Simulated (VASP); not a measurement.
# SbP3 (R-3m) in VASP: single point with r2SCAN

Aim: the single point of SbP3 with r2SCAN.

Everything below comes from runs of VASP 6.6.1. Logs are shortened: lines on timing, memory, paths and dates and some standing lists are left out, and cuts for length are marked.

**1. The cell of the first run**

It takes space group R-3m (No. 166, trigonal). Conventional cell: a = 7.392 Å, b = 7.392 Å, c = 10.414 Å, α = 90.00°, β = 90.00°, γ = 120.00°. Sb (site symmetry 3m) has 6 P at 2.62 to 2.98 Å within 3.5 Å. Within 3.0 Å of P (site symmetry m) lie 2 P at 2.22 Å and 2 Sb at 2.62 to 2.98 Å.

**2. Single point, r2SCAN**

Input file POSCAR:

```
SbP3
1.0
    3.6961680000      2.1339840000      3.4714310000
   -3.6961680000      2.1339840000      3.4714310000
    0.0000000000     -4.2679680000      3.4714310000
Sb P
2 6
Direct
    0.2690000000      0.2690000000      0.2690000000
    0.7310000000      0.7310000000      0.7310000000
    0.7970000000      0.2520000000      0.7970000000
    0.7970000000      0.7970000000      0.2520000000
    0.2520000000      0.7970000000      0.7970000000
    0.2030000000      0.7480000000      0.2030000000
    0.7480000000      0.2030000000      0.2030000000
    0.2030000000      0.2030000000      0.7480000000
```

Input file INCAR.step1:

```
SYSTEM = SbP3
PREC     = Accurate       ! precision mode
ENCUT    = 550            ! plane-wave cutoff, eV
ISMEAR   = -1             ! smearing method
SIGMA    = 0.1            ! smearing width, eV
LREAL    = .False.        ! projectors in reciprocal space
LASPH    = .True.         ! aspherical terms in the spheres
NELM     = 120            ! most SCF steps
NBANDS   = 40             ! bands
GGA      = PE             ! functional
ALGO     = Normal         ! electronic algorithm
EDIFF    = 1E-5           ! SCF threshold, eV
LWAVE    = .True.         ! write WAVECAR
LCHARG   = .False.        ! write CHGCAR
GGA_COMPAT= .False.
```

Input file INCAR.step2:

```
SYSTEM = SbP3
PREC     = Accurate       ! precision mode
ENCUT    = 550            ! plane-wave cutoff, eV
EDIFF    = 1E-6           ! SCF threshold, eV
ISMEAR   = -1             ! smearing method
SIGMA    = 0.1            ! smearing width, eV
LREAL    = .False.        ! projectors in reciprocal space
LASPH    = .True.         ! aspherical terms in the spheres
NELM     = 120            ! most SCF steps
ALGO     = Normal         ! electronic algorithm
ISIF     = 2              ! what is computed and relaxed
LWAVE    = .False.        ! write WAVECAR
LCHARG   = .False.        ! write CHGCAR
METAGGA  = R2SCAN         ! meta-GGA
LMIXTAU  = .True.       
NBANDS   = 40             ! bands
ISTART   = 1            
GGA_COMPAT= .False.
```

Input file KPOINTS:

```
regular mesh
0
Gamma
  6 6 6
  0 0 0
```

Potentials or basis: VASP PAW PBE potentials, release 64 (Sb_d_GW, P).

Launch:

```console
cat potpaw_PBE.64/Sb_d_GW/POTCAR potpaw_PBE.64/P/POTCAR > POTCAR
cp INCAR.step1 INCAR
mpirun -np 1 vasp_std > vasp.out
cp INCAR.step2 INCAR
mpirun -np 1 vasp_std > vasp.out
```

OUTCAR:

```text
SYSTEM = SbP3
   PREC = Accurate
   ENCUT = 550
   EDIFF = 1E-6
   ISMEAR = -1
   LREAL = .False.
   LASPH = .True.
   NELM = 120
   ISIF = 2
   METAGGA = R2SCAN
   ISTART = 1

 ion  position               nearest neighbor table
   1  0.269  0.269  0.269-   6 2.62   7 2.62   8 2.62   6 2.98   7 2.98   8 2.98
   2  0.731  0.731  0.731-   3 2.62   5 2.62   4 2.62   3 2.98   5 2.98   4 2.98
   3  0.797  0.252  0.797-   8 2.22   7 2.22   2 2.62   2 2.98
   4  0.797  0.797  0.252-   6 2.22   7 2.22   2 2.62   2 2.98
   5  0.252  0.797  0.797-   8 2.22   6 2.22   2 2.62   2 2.98
   6  0.203  0.748  0.203-   4 2.22   5 2.22   1 2.62   1 2.98
   7  0.748  0.203  0.203-   4 2.22   3 2.22   1 2.62   1 2.98
   8  0.203  0.203  0.748-   3 2.22   5 2.22   1 2.62   1 2.98

  LATTYP: Found a trigonal (rhomboedric) cell.
 ALAT       =     5.5014892563
 COS(alpha) =     0.0972385077

  Lattice vectors:

 A1 = (   3.6961680000,   2.1339840000,   3.4714310000)
 A2 = (  -3.6961680000,   2.1339840000,   3.4714310000)
 A3 = (   0.0000000000,  -4.2679680000,   3.4714310000)

Analysis of symmetry for initial positions (statically):
=====================================================================
 Subroutine PRICEL returns:
 Original cell was already a primitive cell.

 Routine SETGRP: Setting up the symmetry group for a
 trigonal (rhombohedral) supercell.

 Subroutine GETGRP returns: Found 12 space group operations
 (whereof 12 operations were pure point group operations)
 out of a pool of 12 trial point group operations.

The static configuration has the point symmetry D_3d.

Analysis of symmetry for dynamics (positions and initial velocities):
=====================================================================
 Subroutine PRICEL returns:
 Original cell was already a primitive cell.

 Routine SETGRP: Setting up the symmetry group for a
 trigonal (rhombohedral) supercell.

 Subroutine GETGRP returns: Found 12 space group operations
 (whereof 12 operations were pure point group operations)
 out of a pool of 12 trial point group operations.

The dynamic configuration has the point symmetry D_3d.

 Subroutine INISYM returns: Found 12 space group operations
 (whereof 12 operations are pure point group operations),
 and found     1 'primitive' translations
[... 107 lines left out ...]
   EDIFF  = 0.1E-05   stopping-criterion for ELM
   LREAL  =      F    real-space projection
   EDIFFG = 0.1E-04   stopping-criterion for IOM
   NSW    =      0    number of steps for IOM
   IBRION =     -1    ionic relax: 0-MD 1-quasi-New 2-CG
   NFREE  =      0    steps in history (QN), initial steepest desc. (CG)
   ISIF   =      2    stress and relaxation
   ISYM   =      2    0-nonsym 1-usesym 2-fastsym
   POTIM  = 0.5000    time-step for ionic-motion
   TEBEG  =    0.0;   TEEND  =   0.0 temperature during run
   PSTRESS=    0.0 pullay stress
   NELECT =      60.0000    total number of electrons
   NUPDOWN=      -1.0000    fix difference up-down
   EMIN   =  10.00;   EMAX   =-10.00  energy-range for DOS
   EFERMI =   0.00;   METHOD = LEGACY
   ISMEAR =    -1;   SIGMA  =   0.10  broadening in eV -4-tet -1-fermi 0-gaus
   EFERMI_NEDOS =   21; number of points for ismear=-14 and -15
   IALGO  =     38    algorithm
   IMIX   =      4    mixing-type and parameters
     AMIX     =   0.40;   BMIX     =  1.00
     AMIX_MAG =   1.60;   BMIX_MAG =  1.00
  volume/ion in A,a.u.               =      20.54       138.58
  Fermi-wavevector in a.u.,A,eV,Ry     =   1.170194  2.211345 18.631178  1.369353
  Thomas-Fermi vector in A             =   2.306656
   LORBIT       =      0    0 simple, 1 ext, 2 COOP (PROOUT), +10 PAW based schemes
   METAGGA = R2SCAN    functional components
   LHFCALC =     F    Hartree Fock is set to
   AEXX    =    0.0000 exact exchange contribution
   IVDW    =     0    specifies the selected vdW correction
   LEPSILON=     F    determine dielectric tensor
   LRPA    =     F    only Hartree local field effects (RPA)
 non-spin polarized calculation
  energy-cutoff  :      550.00
  volume of cell :      164.29
 maximum number of plane-waves:      4861
   NGX = 21   NGY = 21   NGZ = 21

 number of electron      60.0000036 magnetization

 Free energy of the ion-electron system (eV)
  ---------------------------------------------------
  ext. energy  EPLUGINS =         0.00000000
  ---------------------------------------------------
  free energy    TOTEN  =      -104.20673492 eV

  energy without entropy =     -104.14323839  energy(sigma->0) =     -104.17498666

 E-fermi :   7.2370     XC(G=0): -10.7543

 val. band max:        7.2211446824   @ k =   0.3333   0.3333   0.1667
 cond. band min:       7.2443599630   @ k =   0.5000   0.3333   0.3333
 fundamental gap:      0.0232152806
 Fermi energy:         7.2370287899

 k-point     1 :       0.0000    0.0000    0.0000
  band No.  band energies     occupation
      1     -23.5103      2.00000
      2     -23.5103      2.00000
      3     -23.5084      2.00000
      4     -23.5084      2.00000
      5     -23.4916      2.00000
      6     -23.4916      2.00000
[... 1021 lines left out ...]
     39      10.4158      0.00000
     40      10.7612      0.00000

 [... further k-points ...]

------------------------ aborting loop because EDIFF is reached ----------------------------------------

  FORCE on cell =-STRESS in cart. coord.  units (eV):
  Direction    XX          YY          ZZ          XY          YZ          ZX
  --------------------------------------------------------------------------------------
  -------------------------------------------------------------------------------------
  Total        4.2168268      4.2168285      4.1628340      0.0000000      0.0000000      0.0000000
  in kB       41.1238437     41.1238595     40.5972882      0.0000000      0.0000000      0.0000000
  external PRESSURE =      40.9483305 kB  Pullay stress =       0.0000000 kB

 VOLUME and BASIS-vectors are now :
 -----------------------------------------------------------------------------
  energy-cutoff  :      550.00
  volume of cell :      164.29
      direct lattice vectors                 reciprocal lattice vectors
     3.696168000  2.133984000  3.471431000     0.135275236  0.078101179  0.096021881
    -3.696168000  2.133984000  3.471431000    -0.135275236  0.078101179  0.096021881
     0.000000000 -4.267968000  3.471431000     0.000000000 -0.156202358  0.096021881

 POSITION                                       TOTAL-FORCE (eV/Angst)
 -----------------------------------------------------------------------------------
      0.00000      0.00000      2.80144         0.000000     -0.000000     -0.788727
      0.00000      0.00000      7.61285         0.000000      0.000000      0.788727
      2.01441     -1.16302      6.40826        -0.096326      0.055614     -0.439397
      0.00000      2.32604      6.40826         0.000000     -0.111227     -0.439397
     -2.01441     -1.16302      6.40826         0.096326      0.055614     -0.439397
     -2.01441      1.16302      4.00603         0.096326     -0.055614      0.439397
      2.01441      1.16302      4.00603        -0.096326     -0.055614      0.439397
      0.00000     -2.32604      4.00603         0.000000      0.111227      0.439397
 -----------------------------------------------------------------------------------
    total drift:                                0.000000     -0.000000      0.000000

  FREE ENERGIE OF THE ION-ELECTRON SYSTEM (eV)
  ---------------------------------------------------
  free  energy   TOTEN  =      -104.2067349236 eV

  energy  without entropy=     -104.1432383865  energy(sigma->0) =     -104.17498666
```

OUTCAR.step1:

```text
SYSTEM = SbP3
   PREC = Accurate
   ENCUT = 550
   ISMEAR = -1
   LREAL = .False.
   LASPH = .True.
   NELM = 120
[... 1275 lines left out ...]
     -2.01441      1.16302      4.00603         0.110908     -0.064033      0.660977
      2.01441      1.16302      4.00603        -0.110908     -0.064033      0.660977
      0.00000     -2.32604      4.00603        -0.000000      0.128066      0.660977
 -----------------------------------------------------------------------------------
    total drift:                                0.000000     -0.000000      0.000000

  FREE ENERGIE OF THE ION-ELECTRON SYSTEM (eV)
  ---------------------------------------------------
  free  energy   TOTEN  =       -39.6095410524 eV

  energy  without entropy=      -39.5385485806  energy(sigma->0) =      -39.57404482
```

OSZICAR.step1:

```text
N       E                     dE             d eps       ncg     rms          rms(c)
DAV:   1     0.516709971774E+03    0.51671E+03   -0.21525E+04  4144   0.125E+04
DAV:   2     0.373047055314E+02   -0.47941E+03   -0.45623E+03  5000   0.204E+03
DAV:   3    -0.358713622205E+02   -0.73176E+02   -0.70912E+02  5104   0.265E+02
DAV:   4    -0.399834956226E+02   -0.41121E+01   -0.40525E+01  4456   0.436E+01
DAV:   5    -0.401118734358E+02   -0.12838E+00   -0.12123E+00  4104   0.694E+00    0.135E+01
DAV:   6    -0.396528492090E+02    0.45902E+00   -0.10318E+00  5064   0.175E+01    0.798E+00
DAV:   7    -0.396138136434E+02    0.39036E-01   -0.35941E-01  4528   0.461E+00    0.225E+00
DAV:   8    -0.396092715412E+02    0.45421E-02   -0.37211E-02  4336   0.433E+00    0.258E-01
DAV:   9    -0.396093806372E+02   -0.10910E-03   -0.43789E-03  3944   0.144E+00    0.106E-01
DAV:  10    -0.396094897296E+02   -0.10909E-03   -0.39778E-04  4368   0.398E-01    0.477E-02
DAV:  11    -0.396095370807E+02   -0.47351E-04   -0.49192E-05  3272   0.930E-02    0.123E-02
DAV:  12    -0.396095410524E+02   -0.39717E-05   -0.56380E-06  1920   0.748E-02
   1 F= -.39609541E+02 E0= -.39574045E+02  d E =-.709925E-01
```

It took 10 min on 1 thread of AMD EPYC 9R14 (Zen 4), shared host; peak memory 0.39 GiB.

What came out:

```
Free energy            : -104.2067 eV
Pressure               : 4.1 GPa
Largest force          : 0.789 eV/Å
Band gap on the k mesh : zero (bands 30 and 31 overlap by 0.28 eV)
```

Forces in eV/Å, atoms in the order of the input:
```
Sb   0.000  0.000 -0.789
Sb   0.000  0.000  0.789
P   -0.096  0.056 -0.439
P    0.000 -0.111 -0.439
P    0.096  0.056 -0.439
P    0.096 -0.056  0.439
P   -0.096 -0.056  0.439
P    0.000  0.111  0.439
```

Levels at points of the mesh, in eV from the Fermi level:
```csv
k point,band 26,band 27,band 28,band 29,band 30,band 31,band 32,band 33,band 34,band 35
"(0.00, 0.00, 0.00)",-4.57,-4.37,-3.00,-3.00,-2.75,0.23,0.54,0.54,0.97,2.40
"(0.50, 0.00, 0.00)",-3.85,-2.95,-2.57,-1.93,-0.61,0.89,0.90,1.29,1.79,2.27
"(0.50, 0.50, 0.00)",-2.71,-2.62,-2.47,-0.98,-0.59,0.43,0.70,1.22,1.45,1.77
"(0.50, 0.50, 0.50)",-2.48,-1.30,-1.30,-1.03,-0.69,-0.15,-0.15,-0.04,-0.04,0.43
```

Caveat: the cell stands under pressure; the PAW data sets were made with another functional, which shifts forces and pressure a little; spin-orbit coupling is left out, which moves the levels of the heavy elements.

The gap in the log of VASP goes by the Fermi energy; the results here count the filled bands.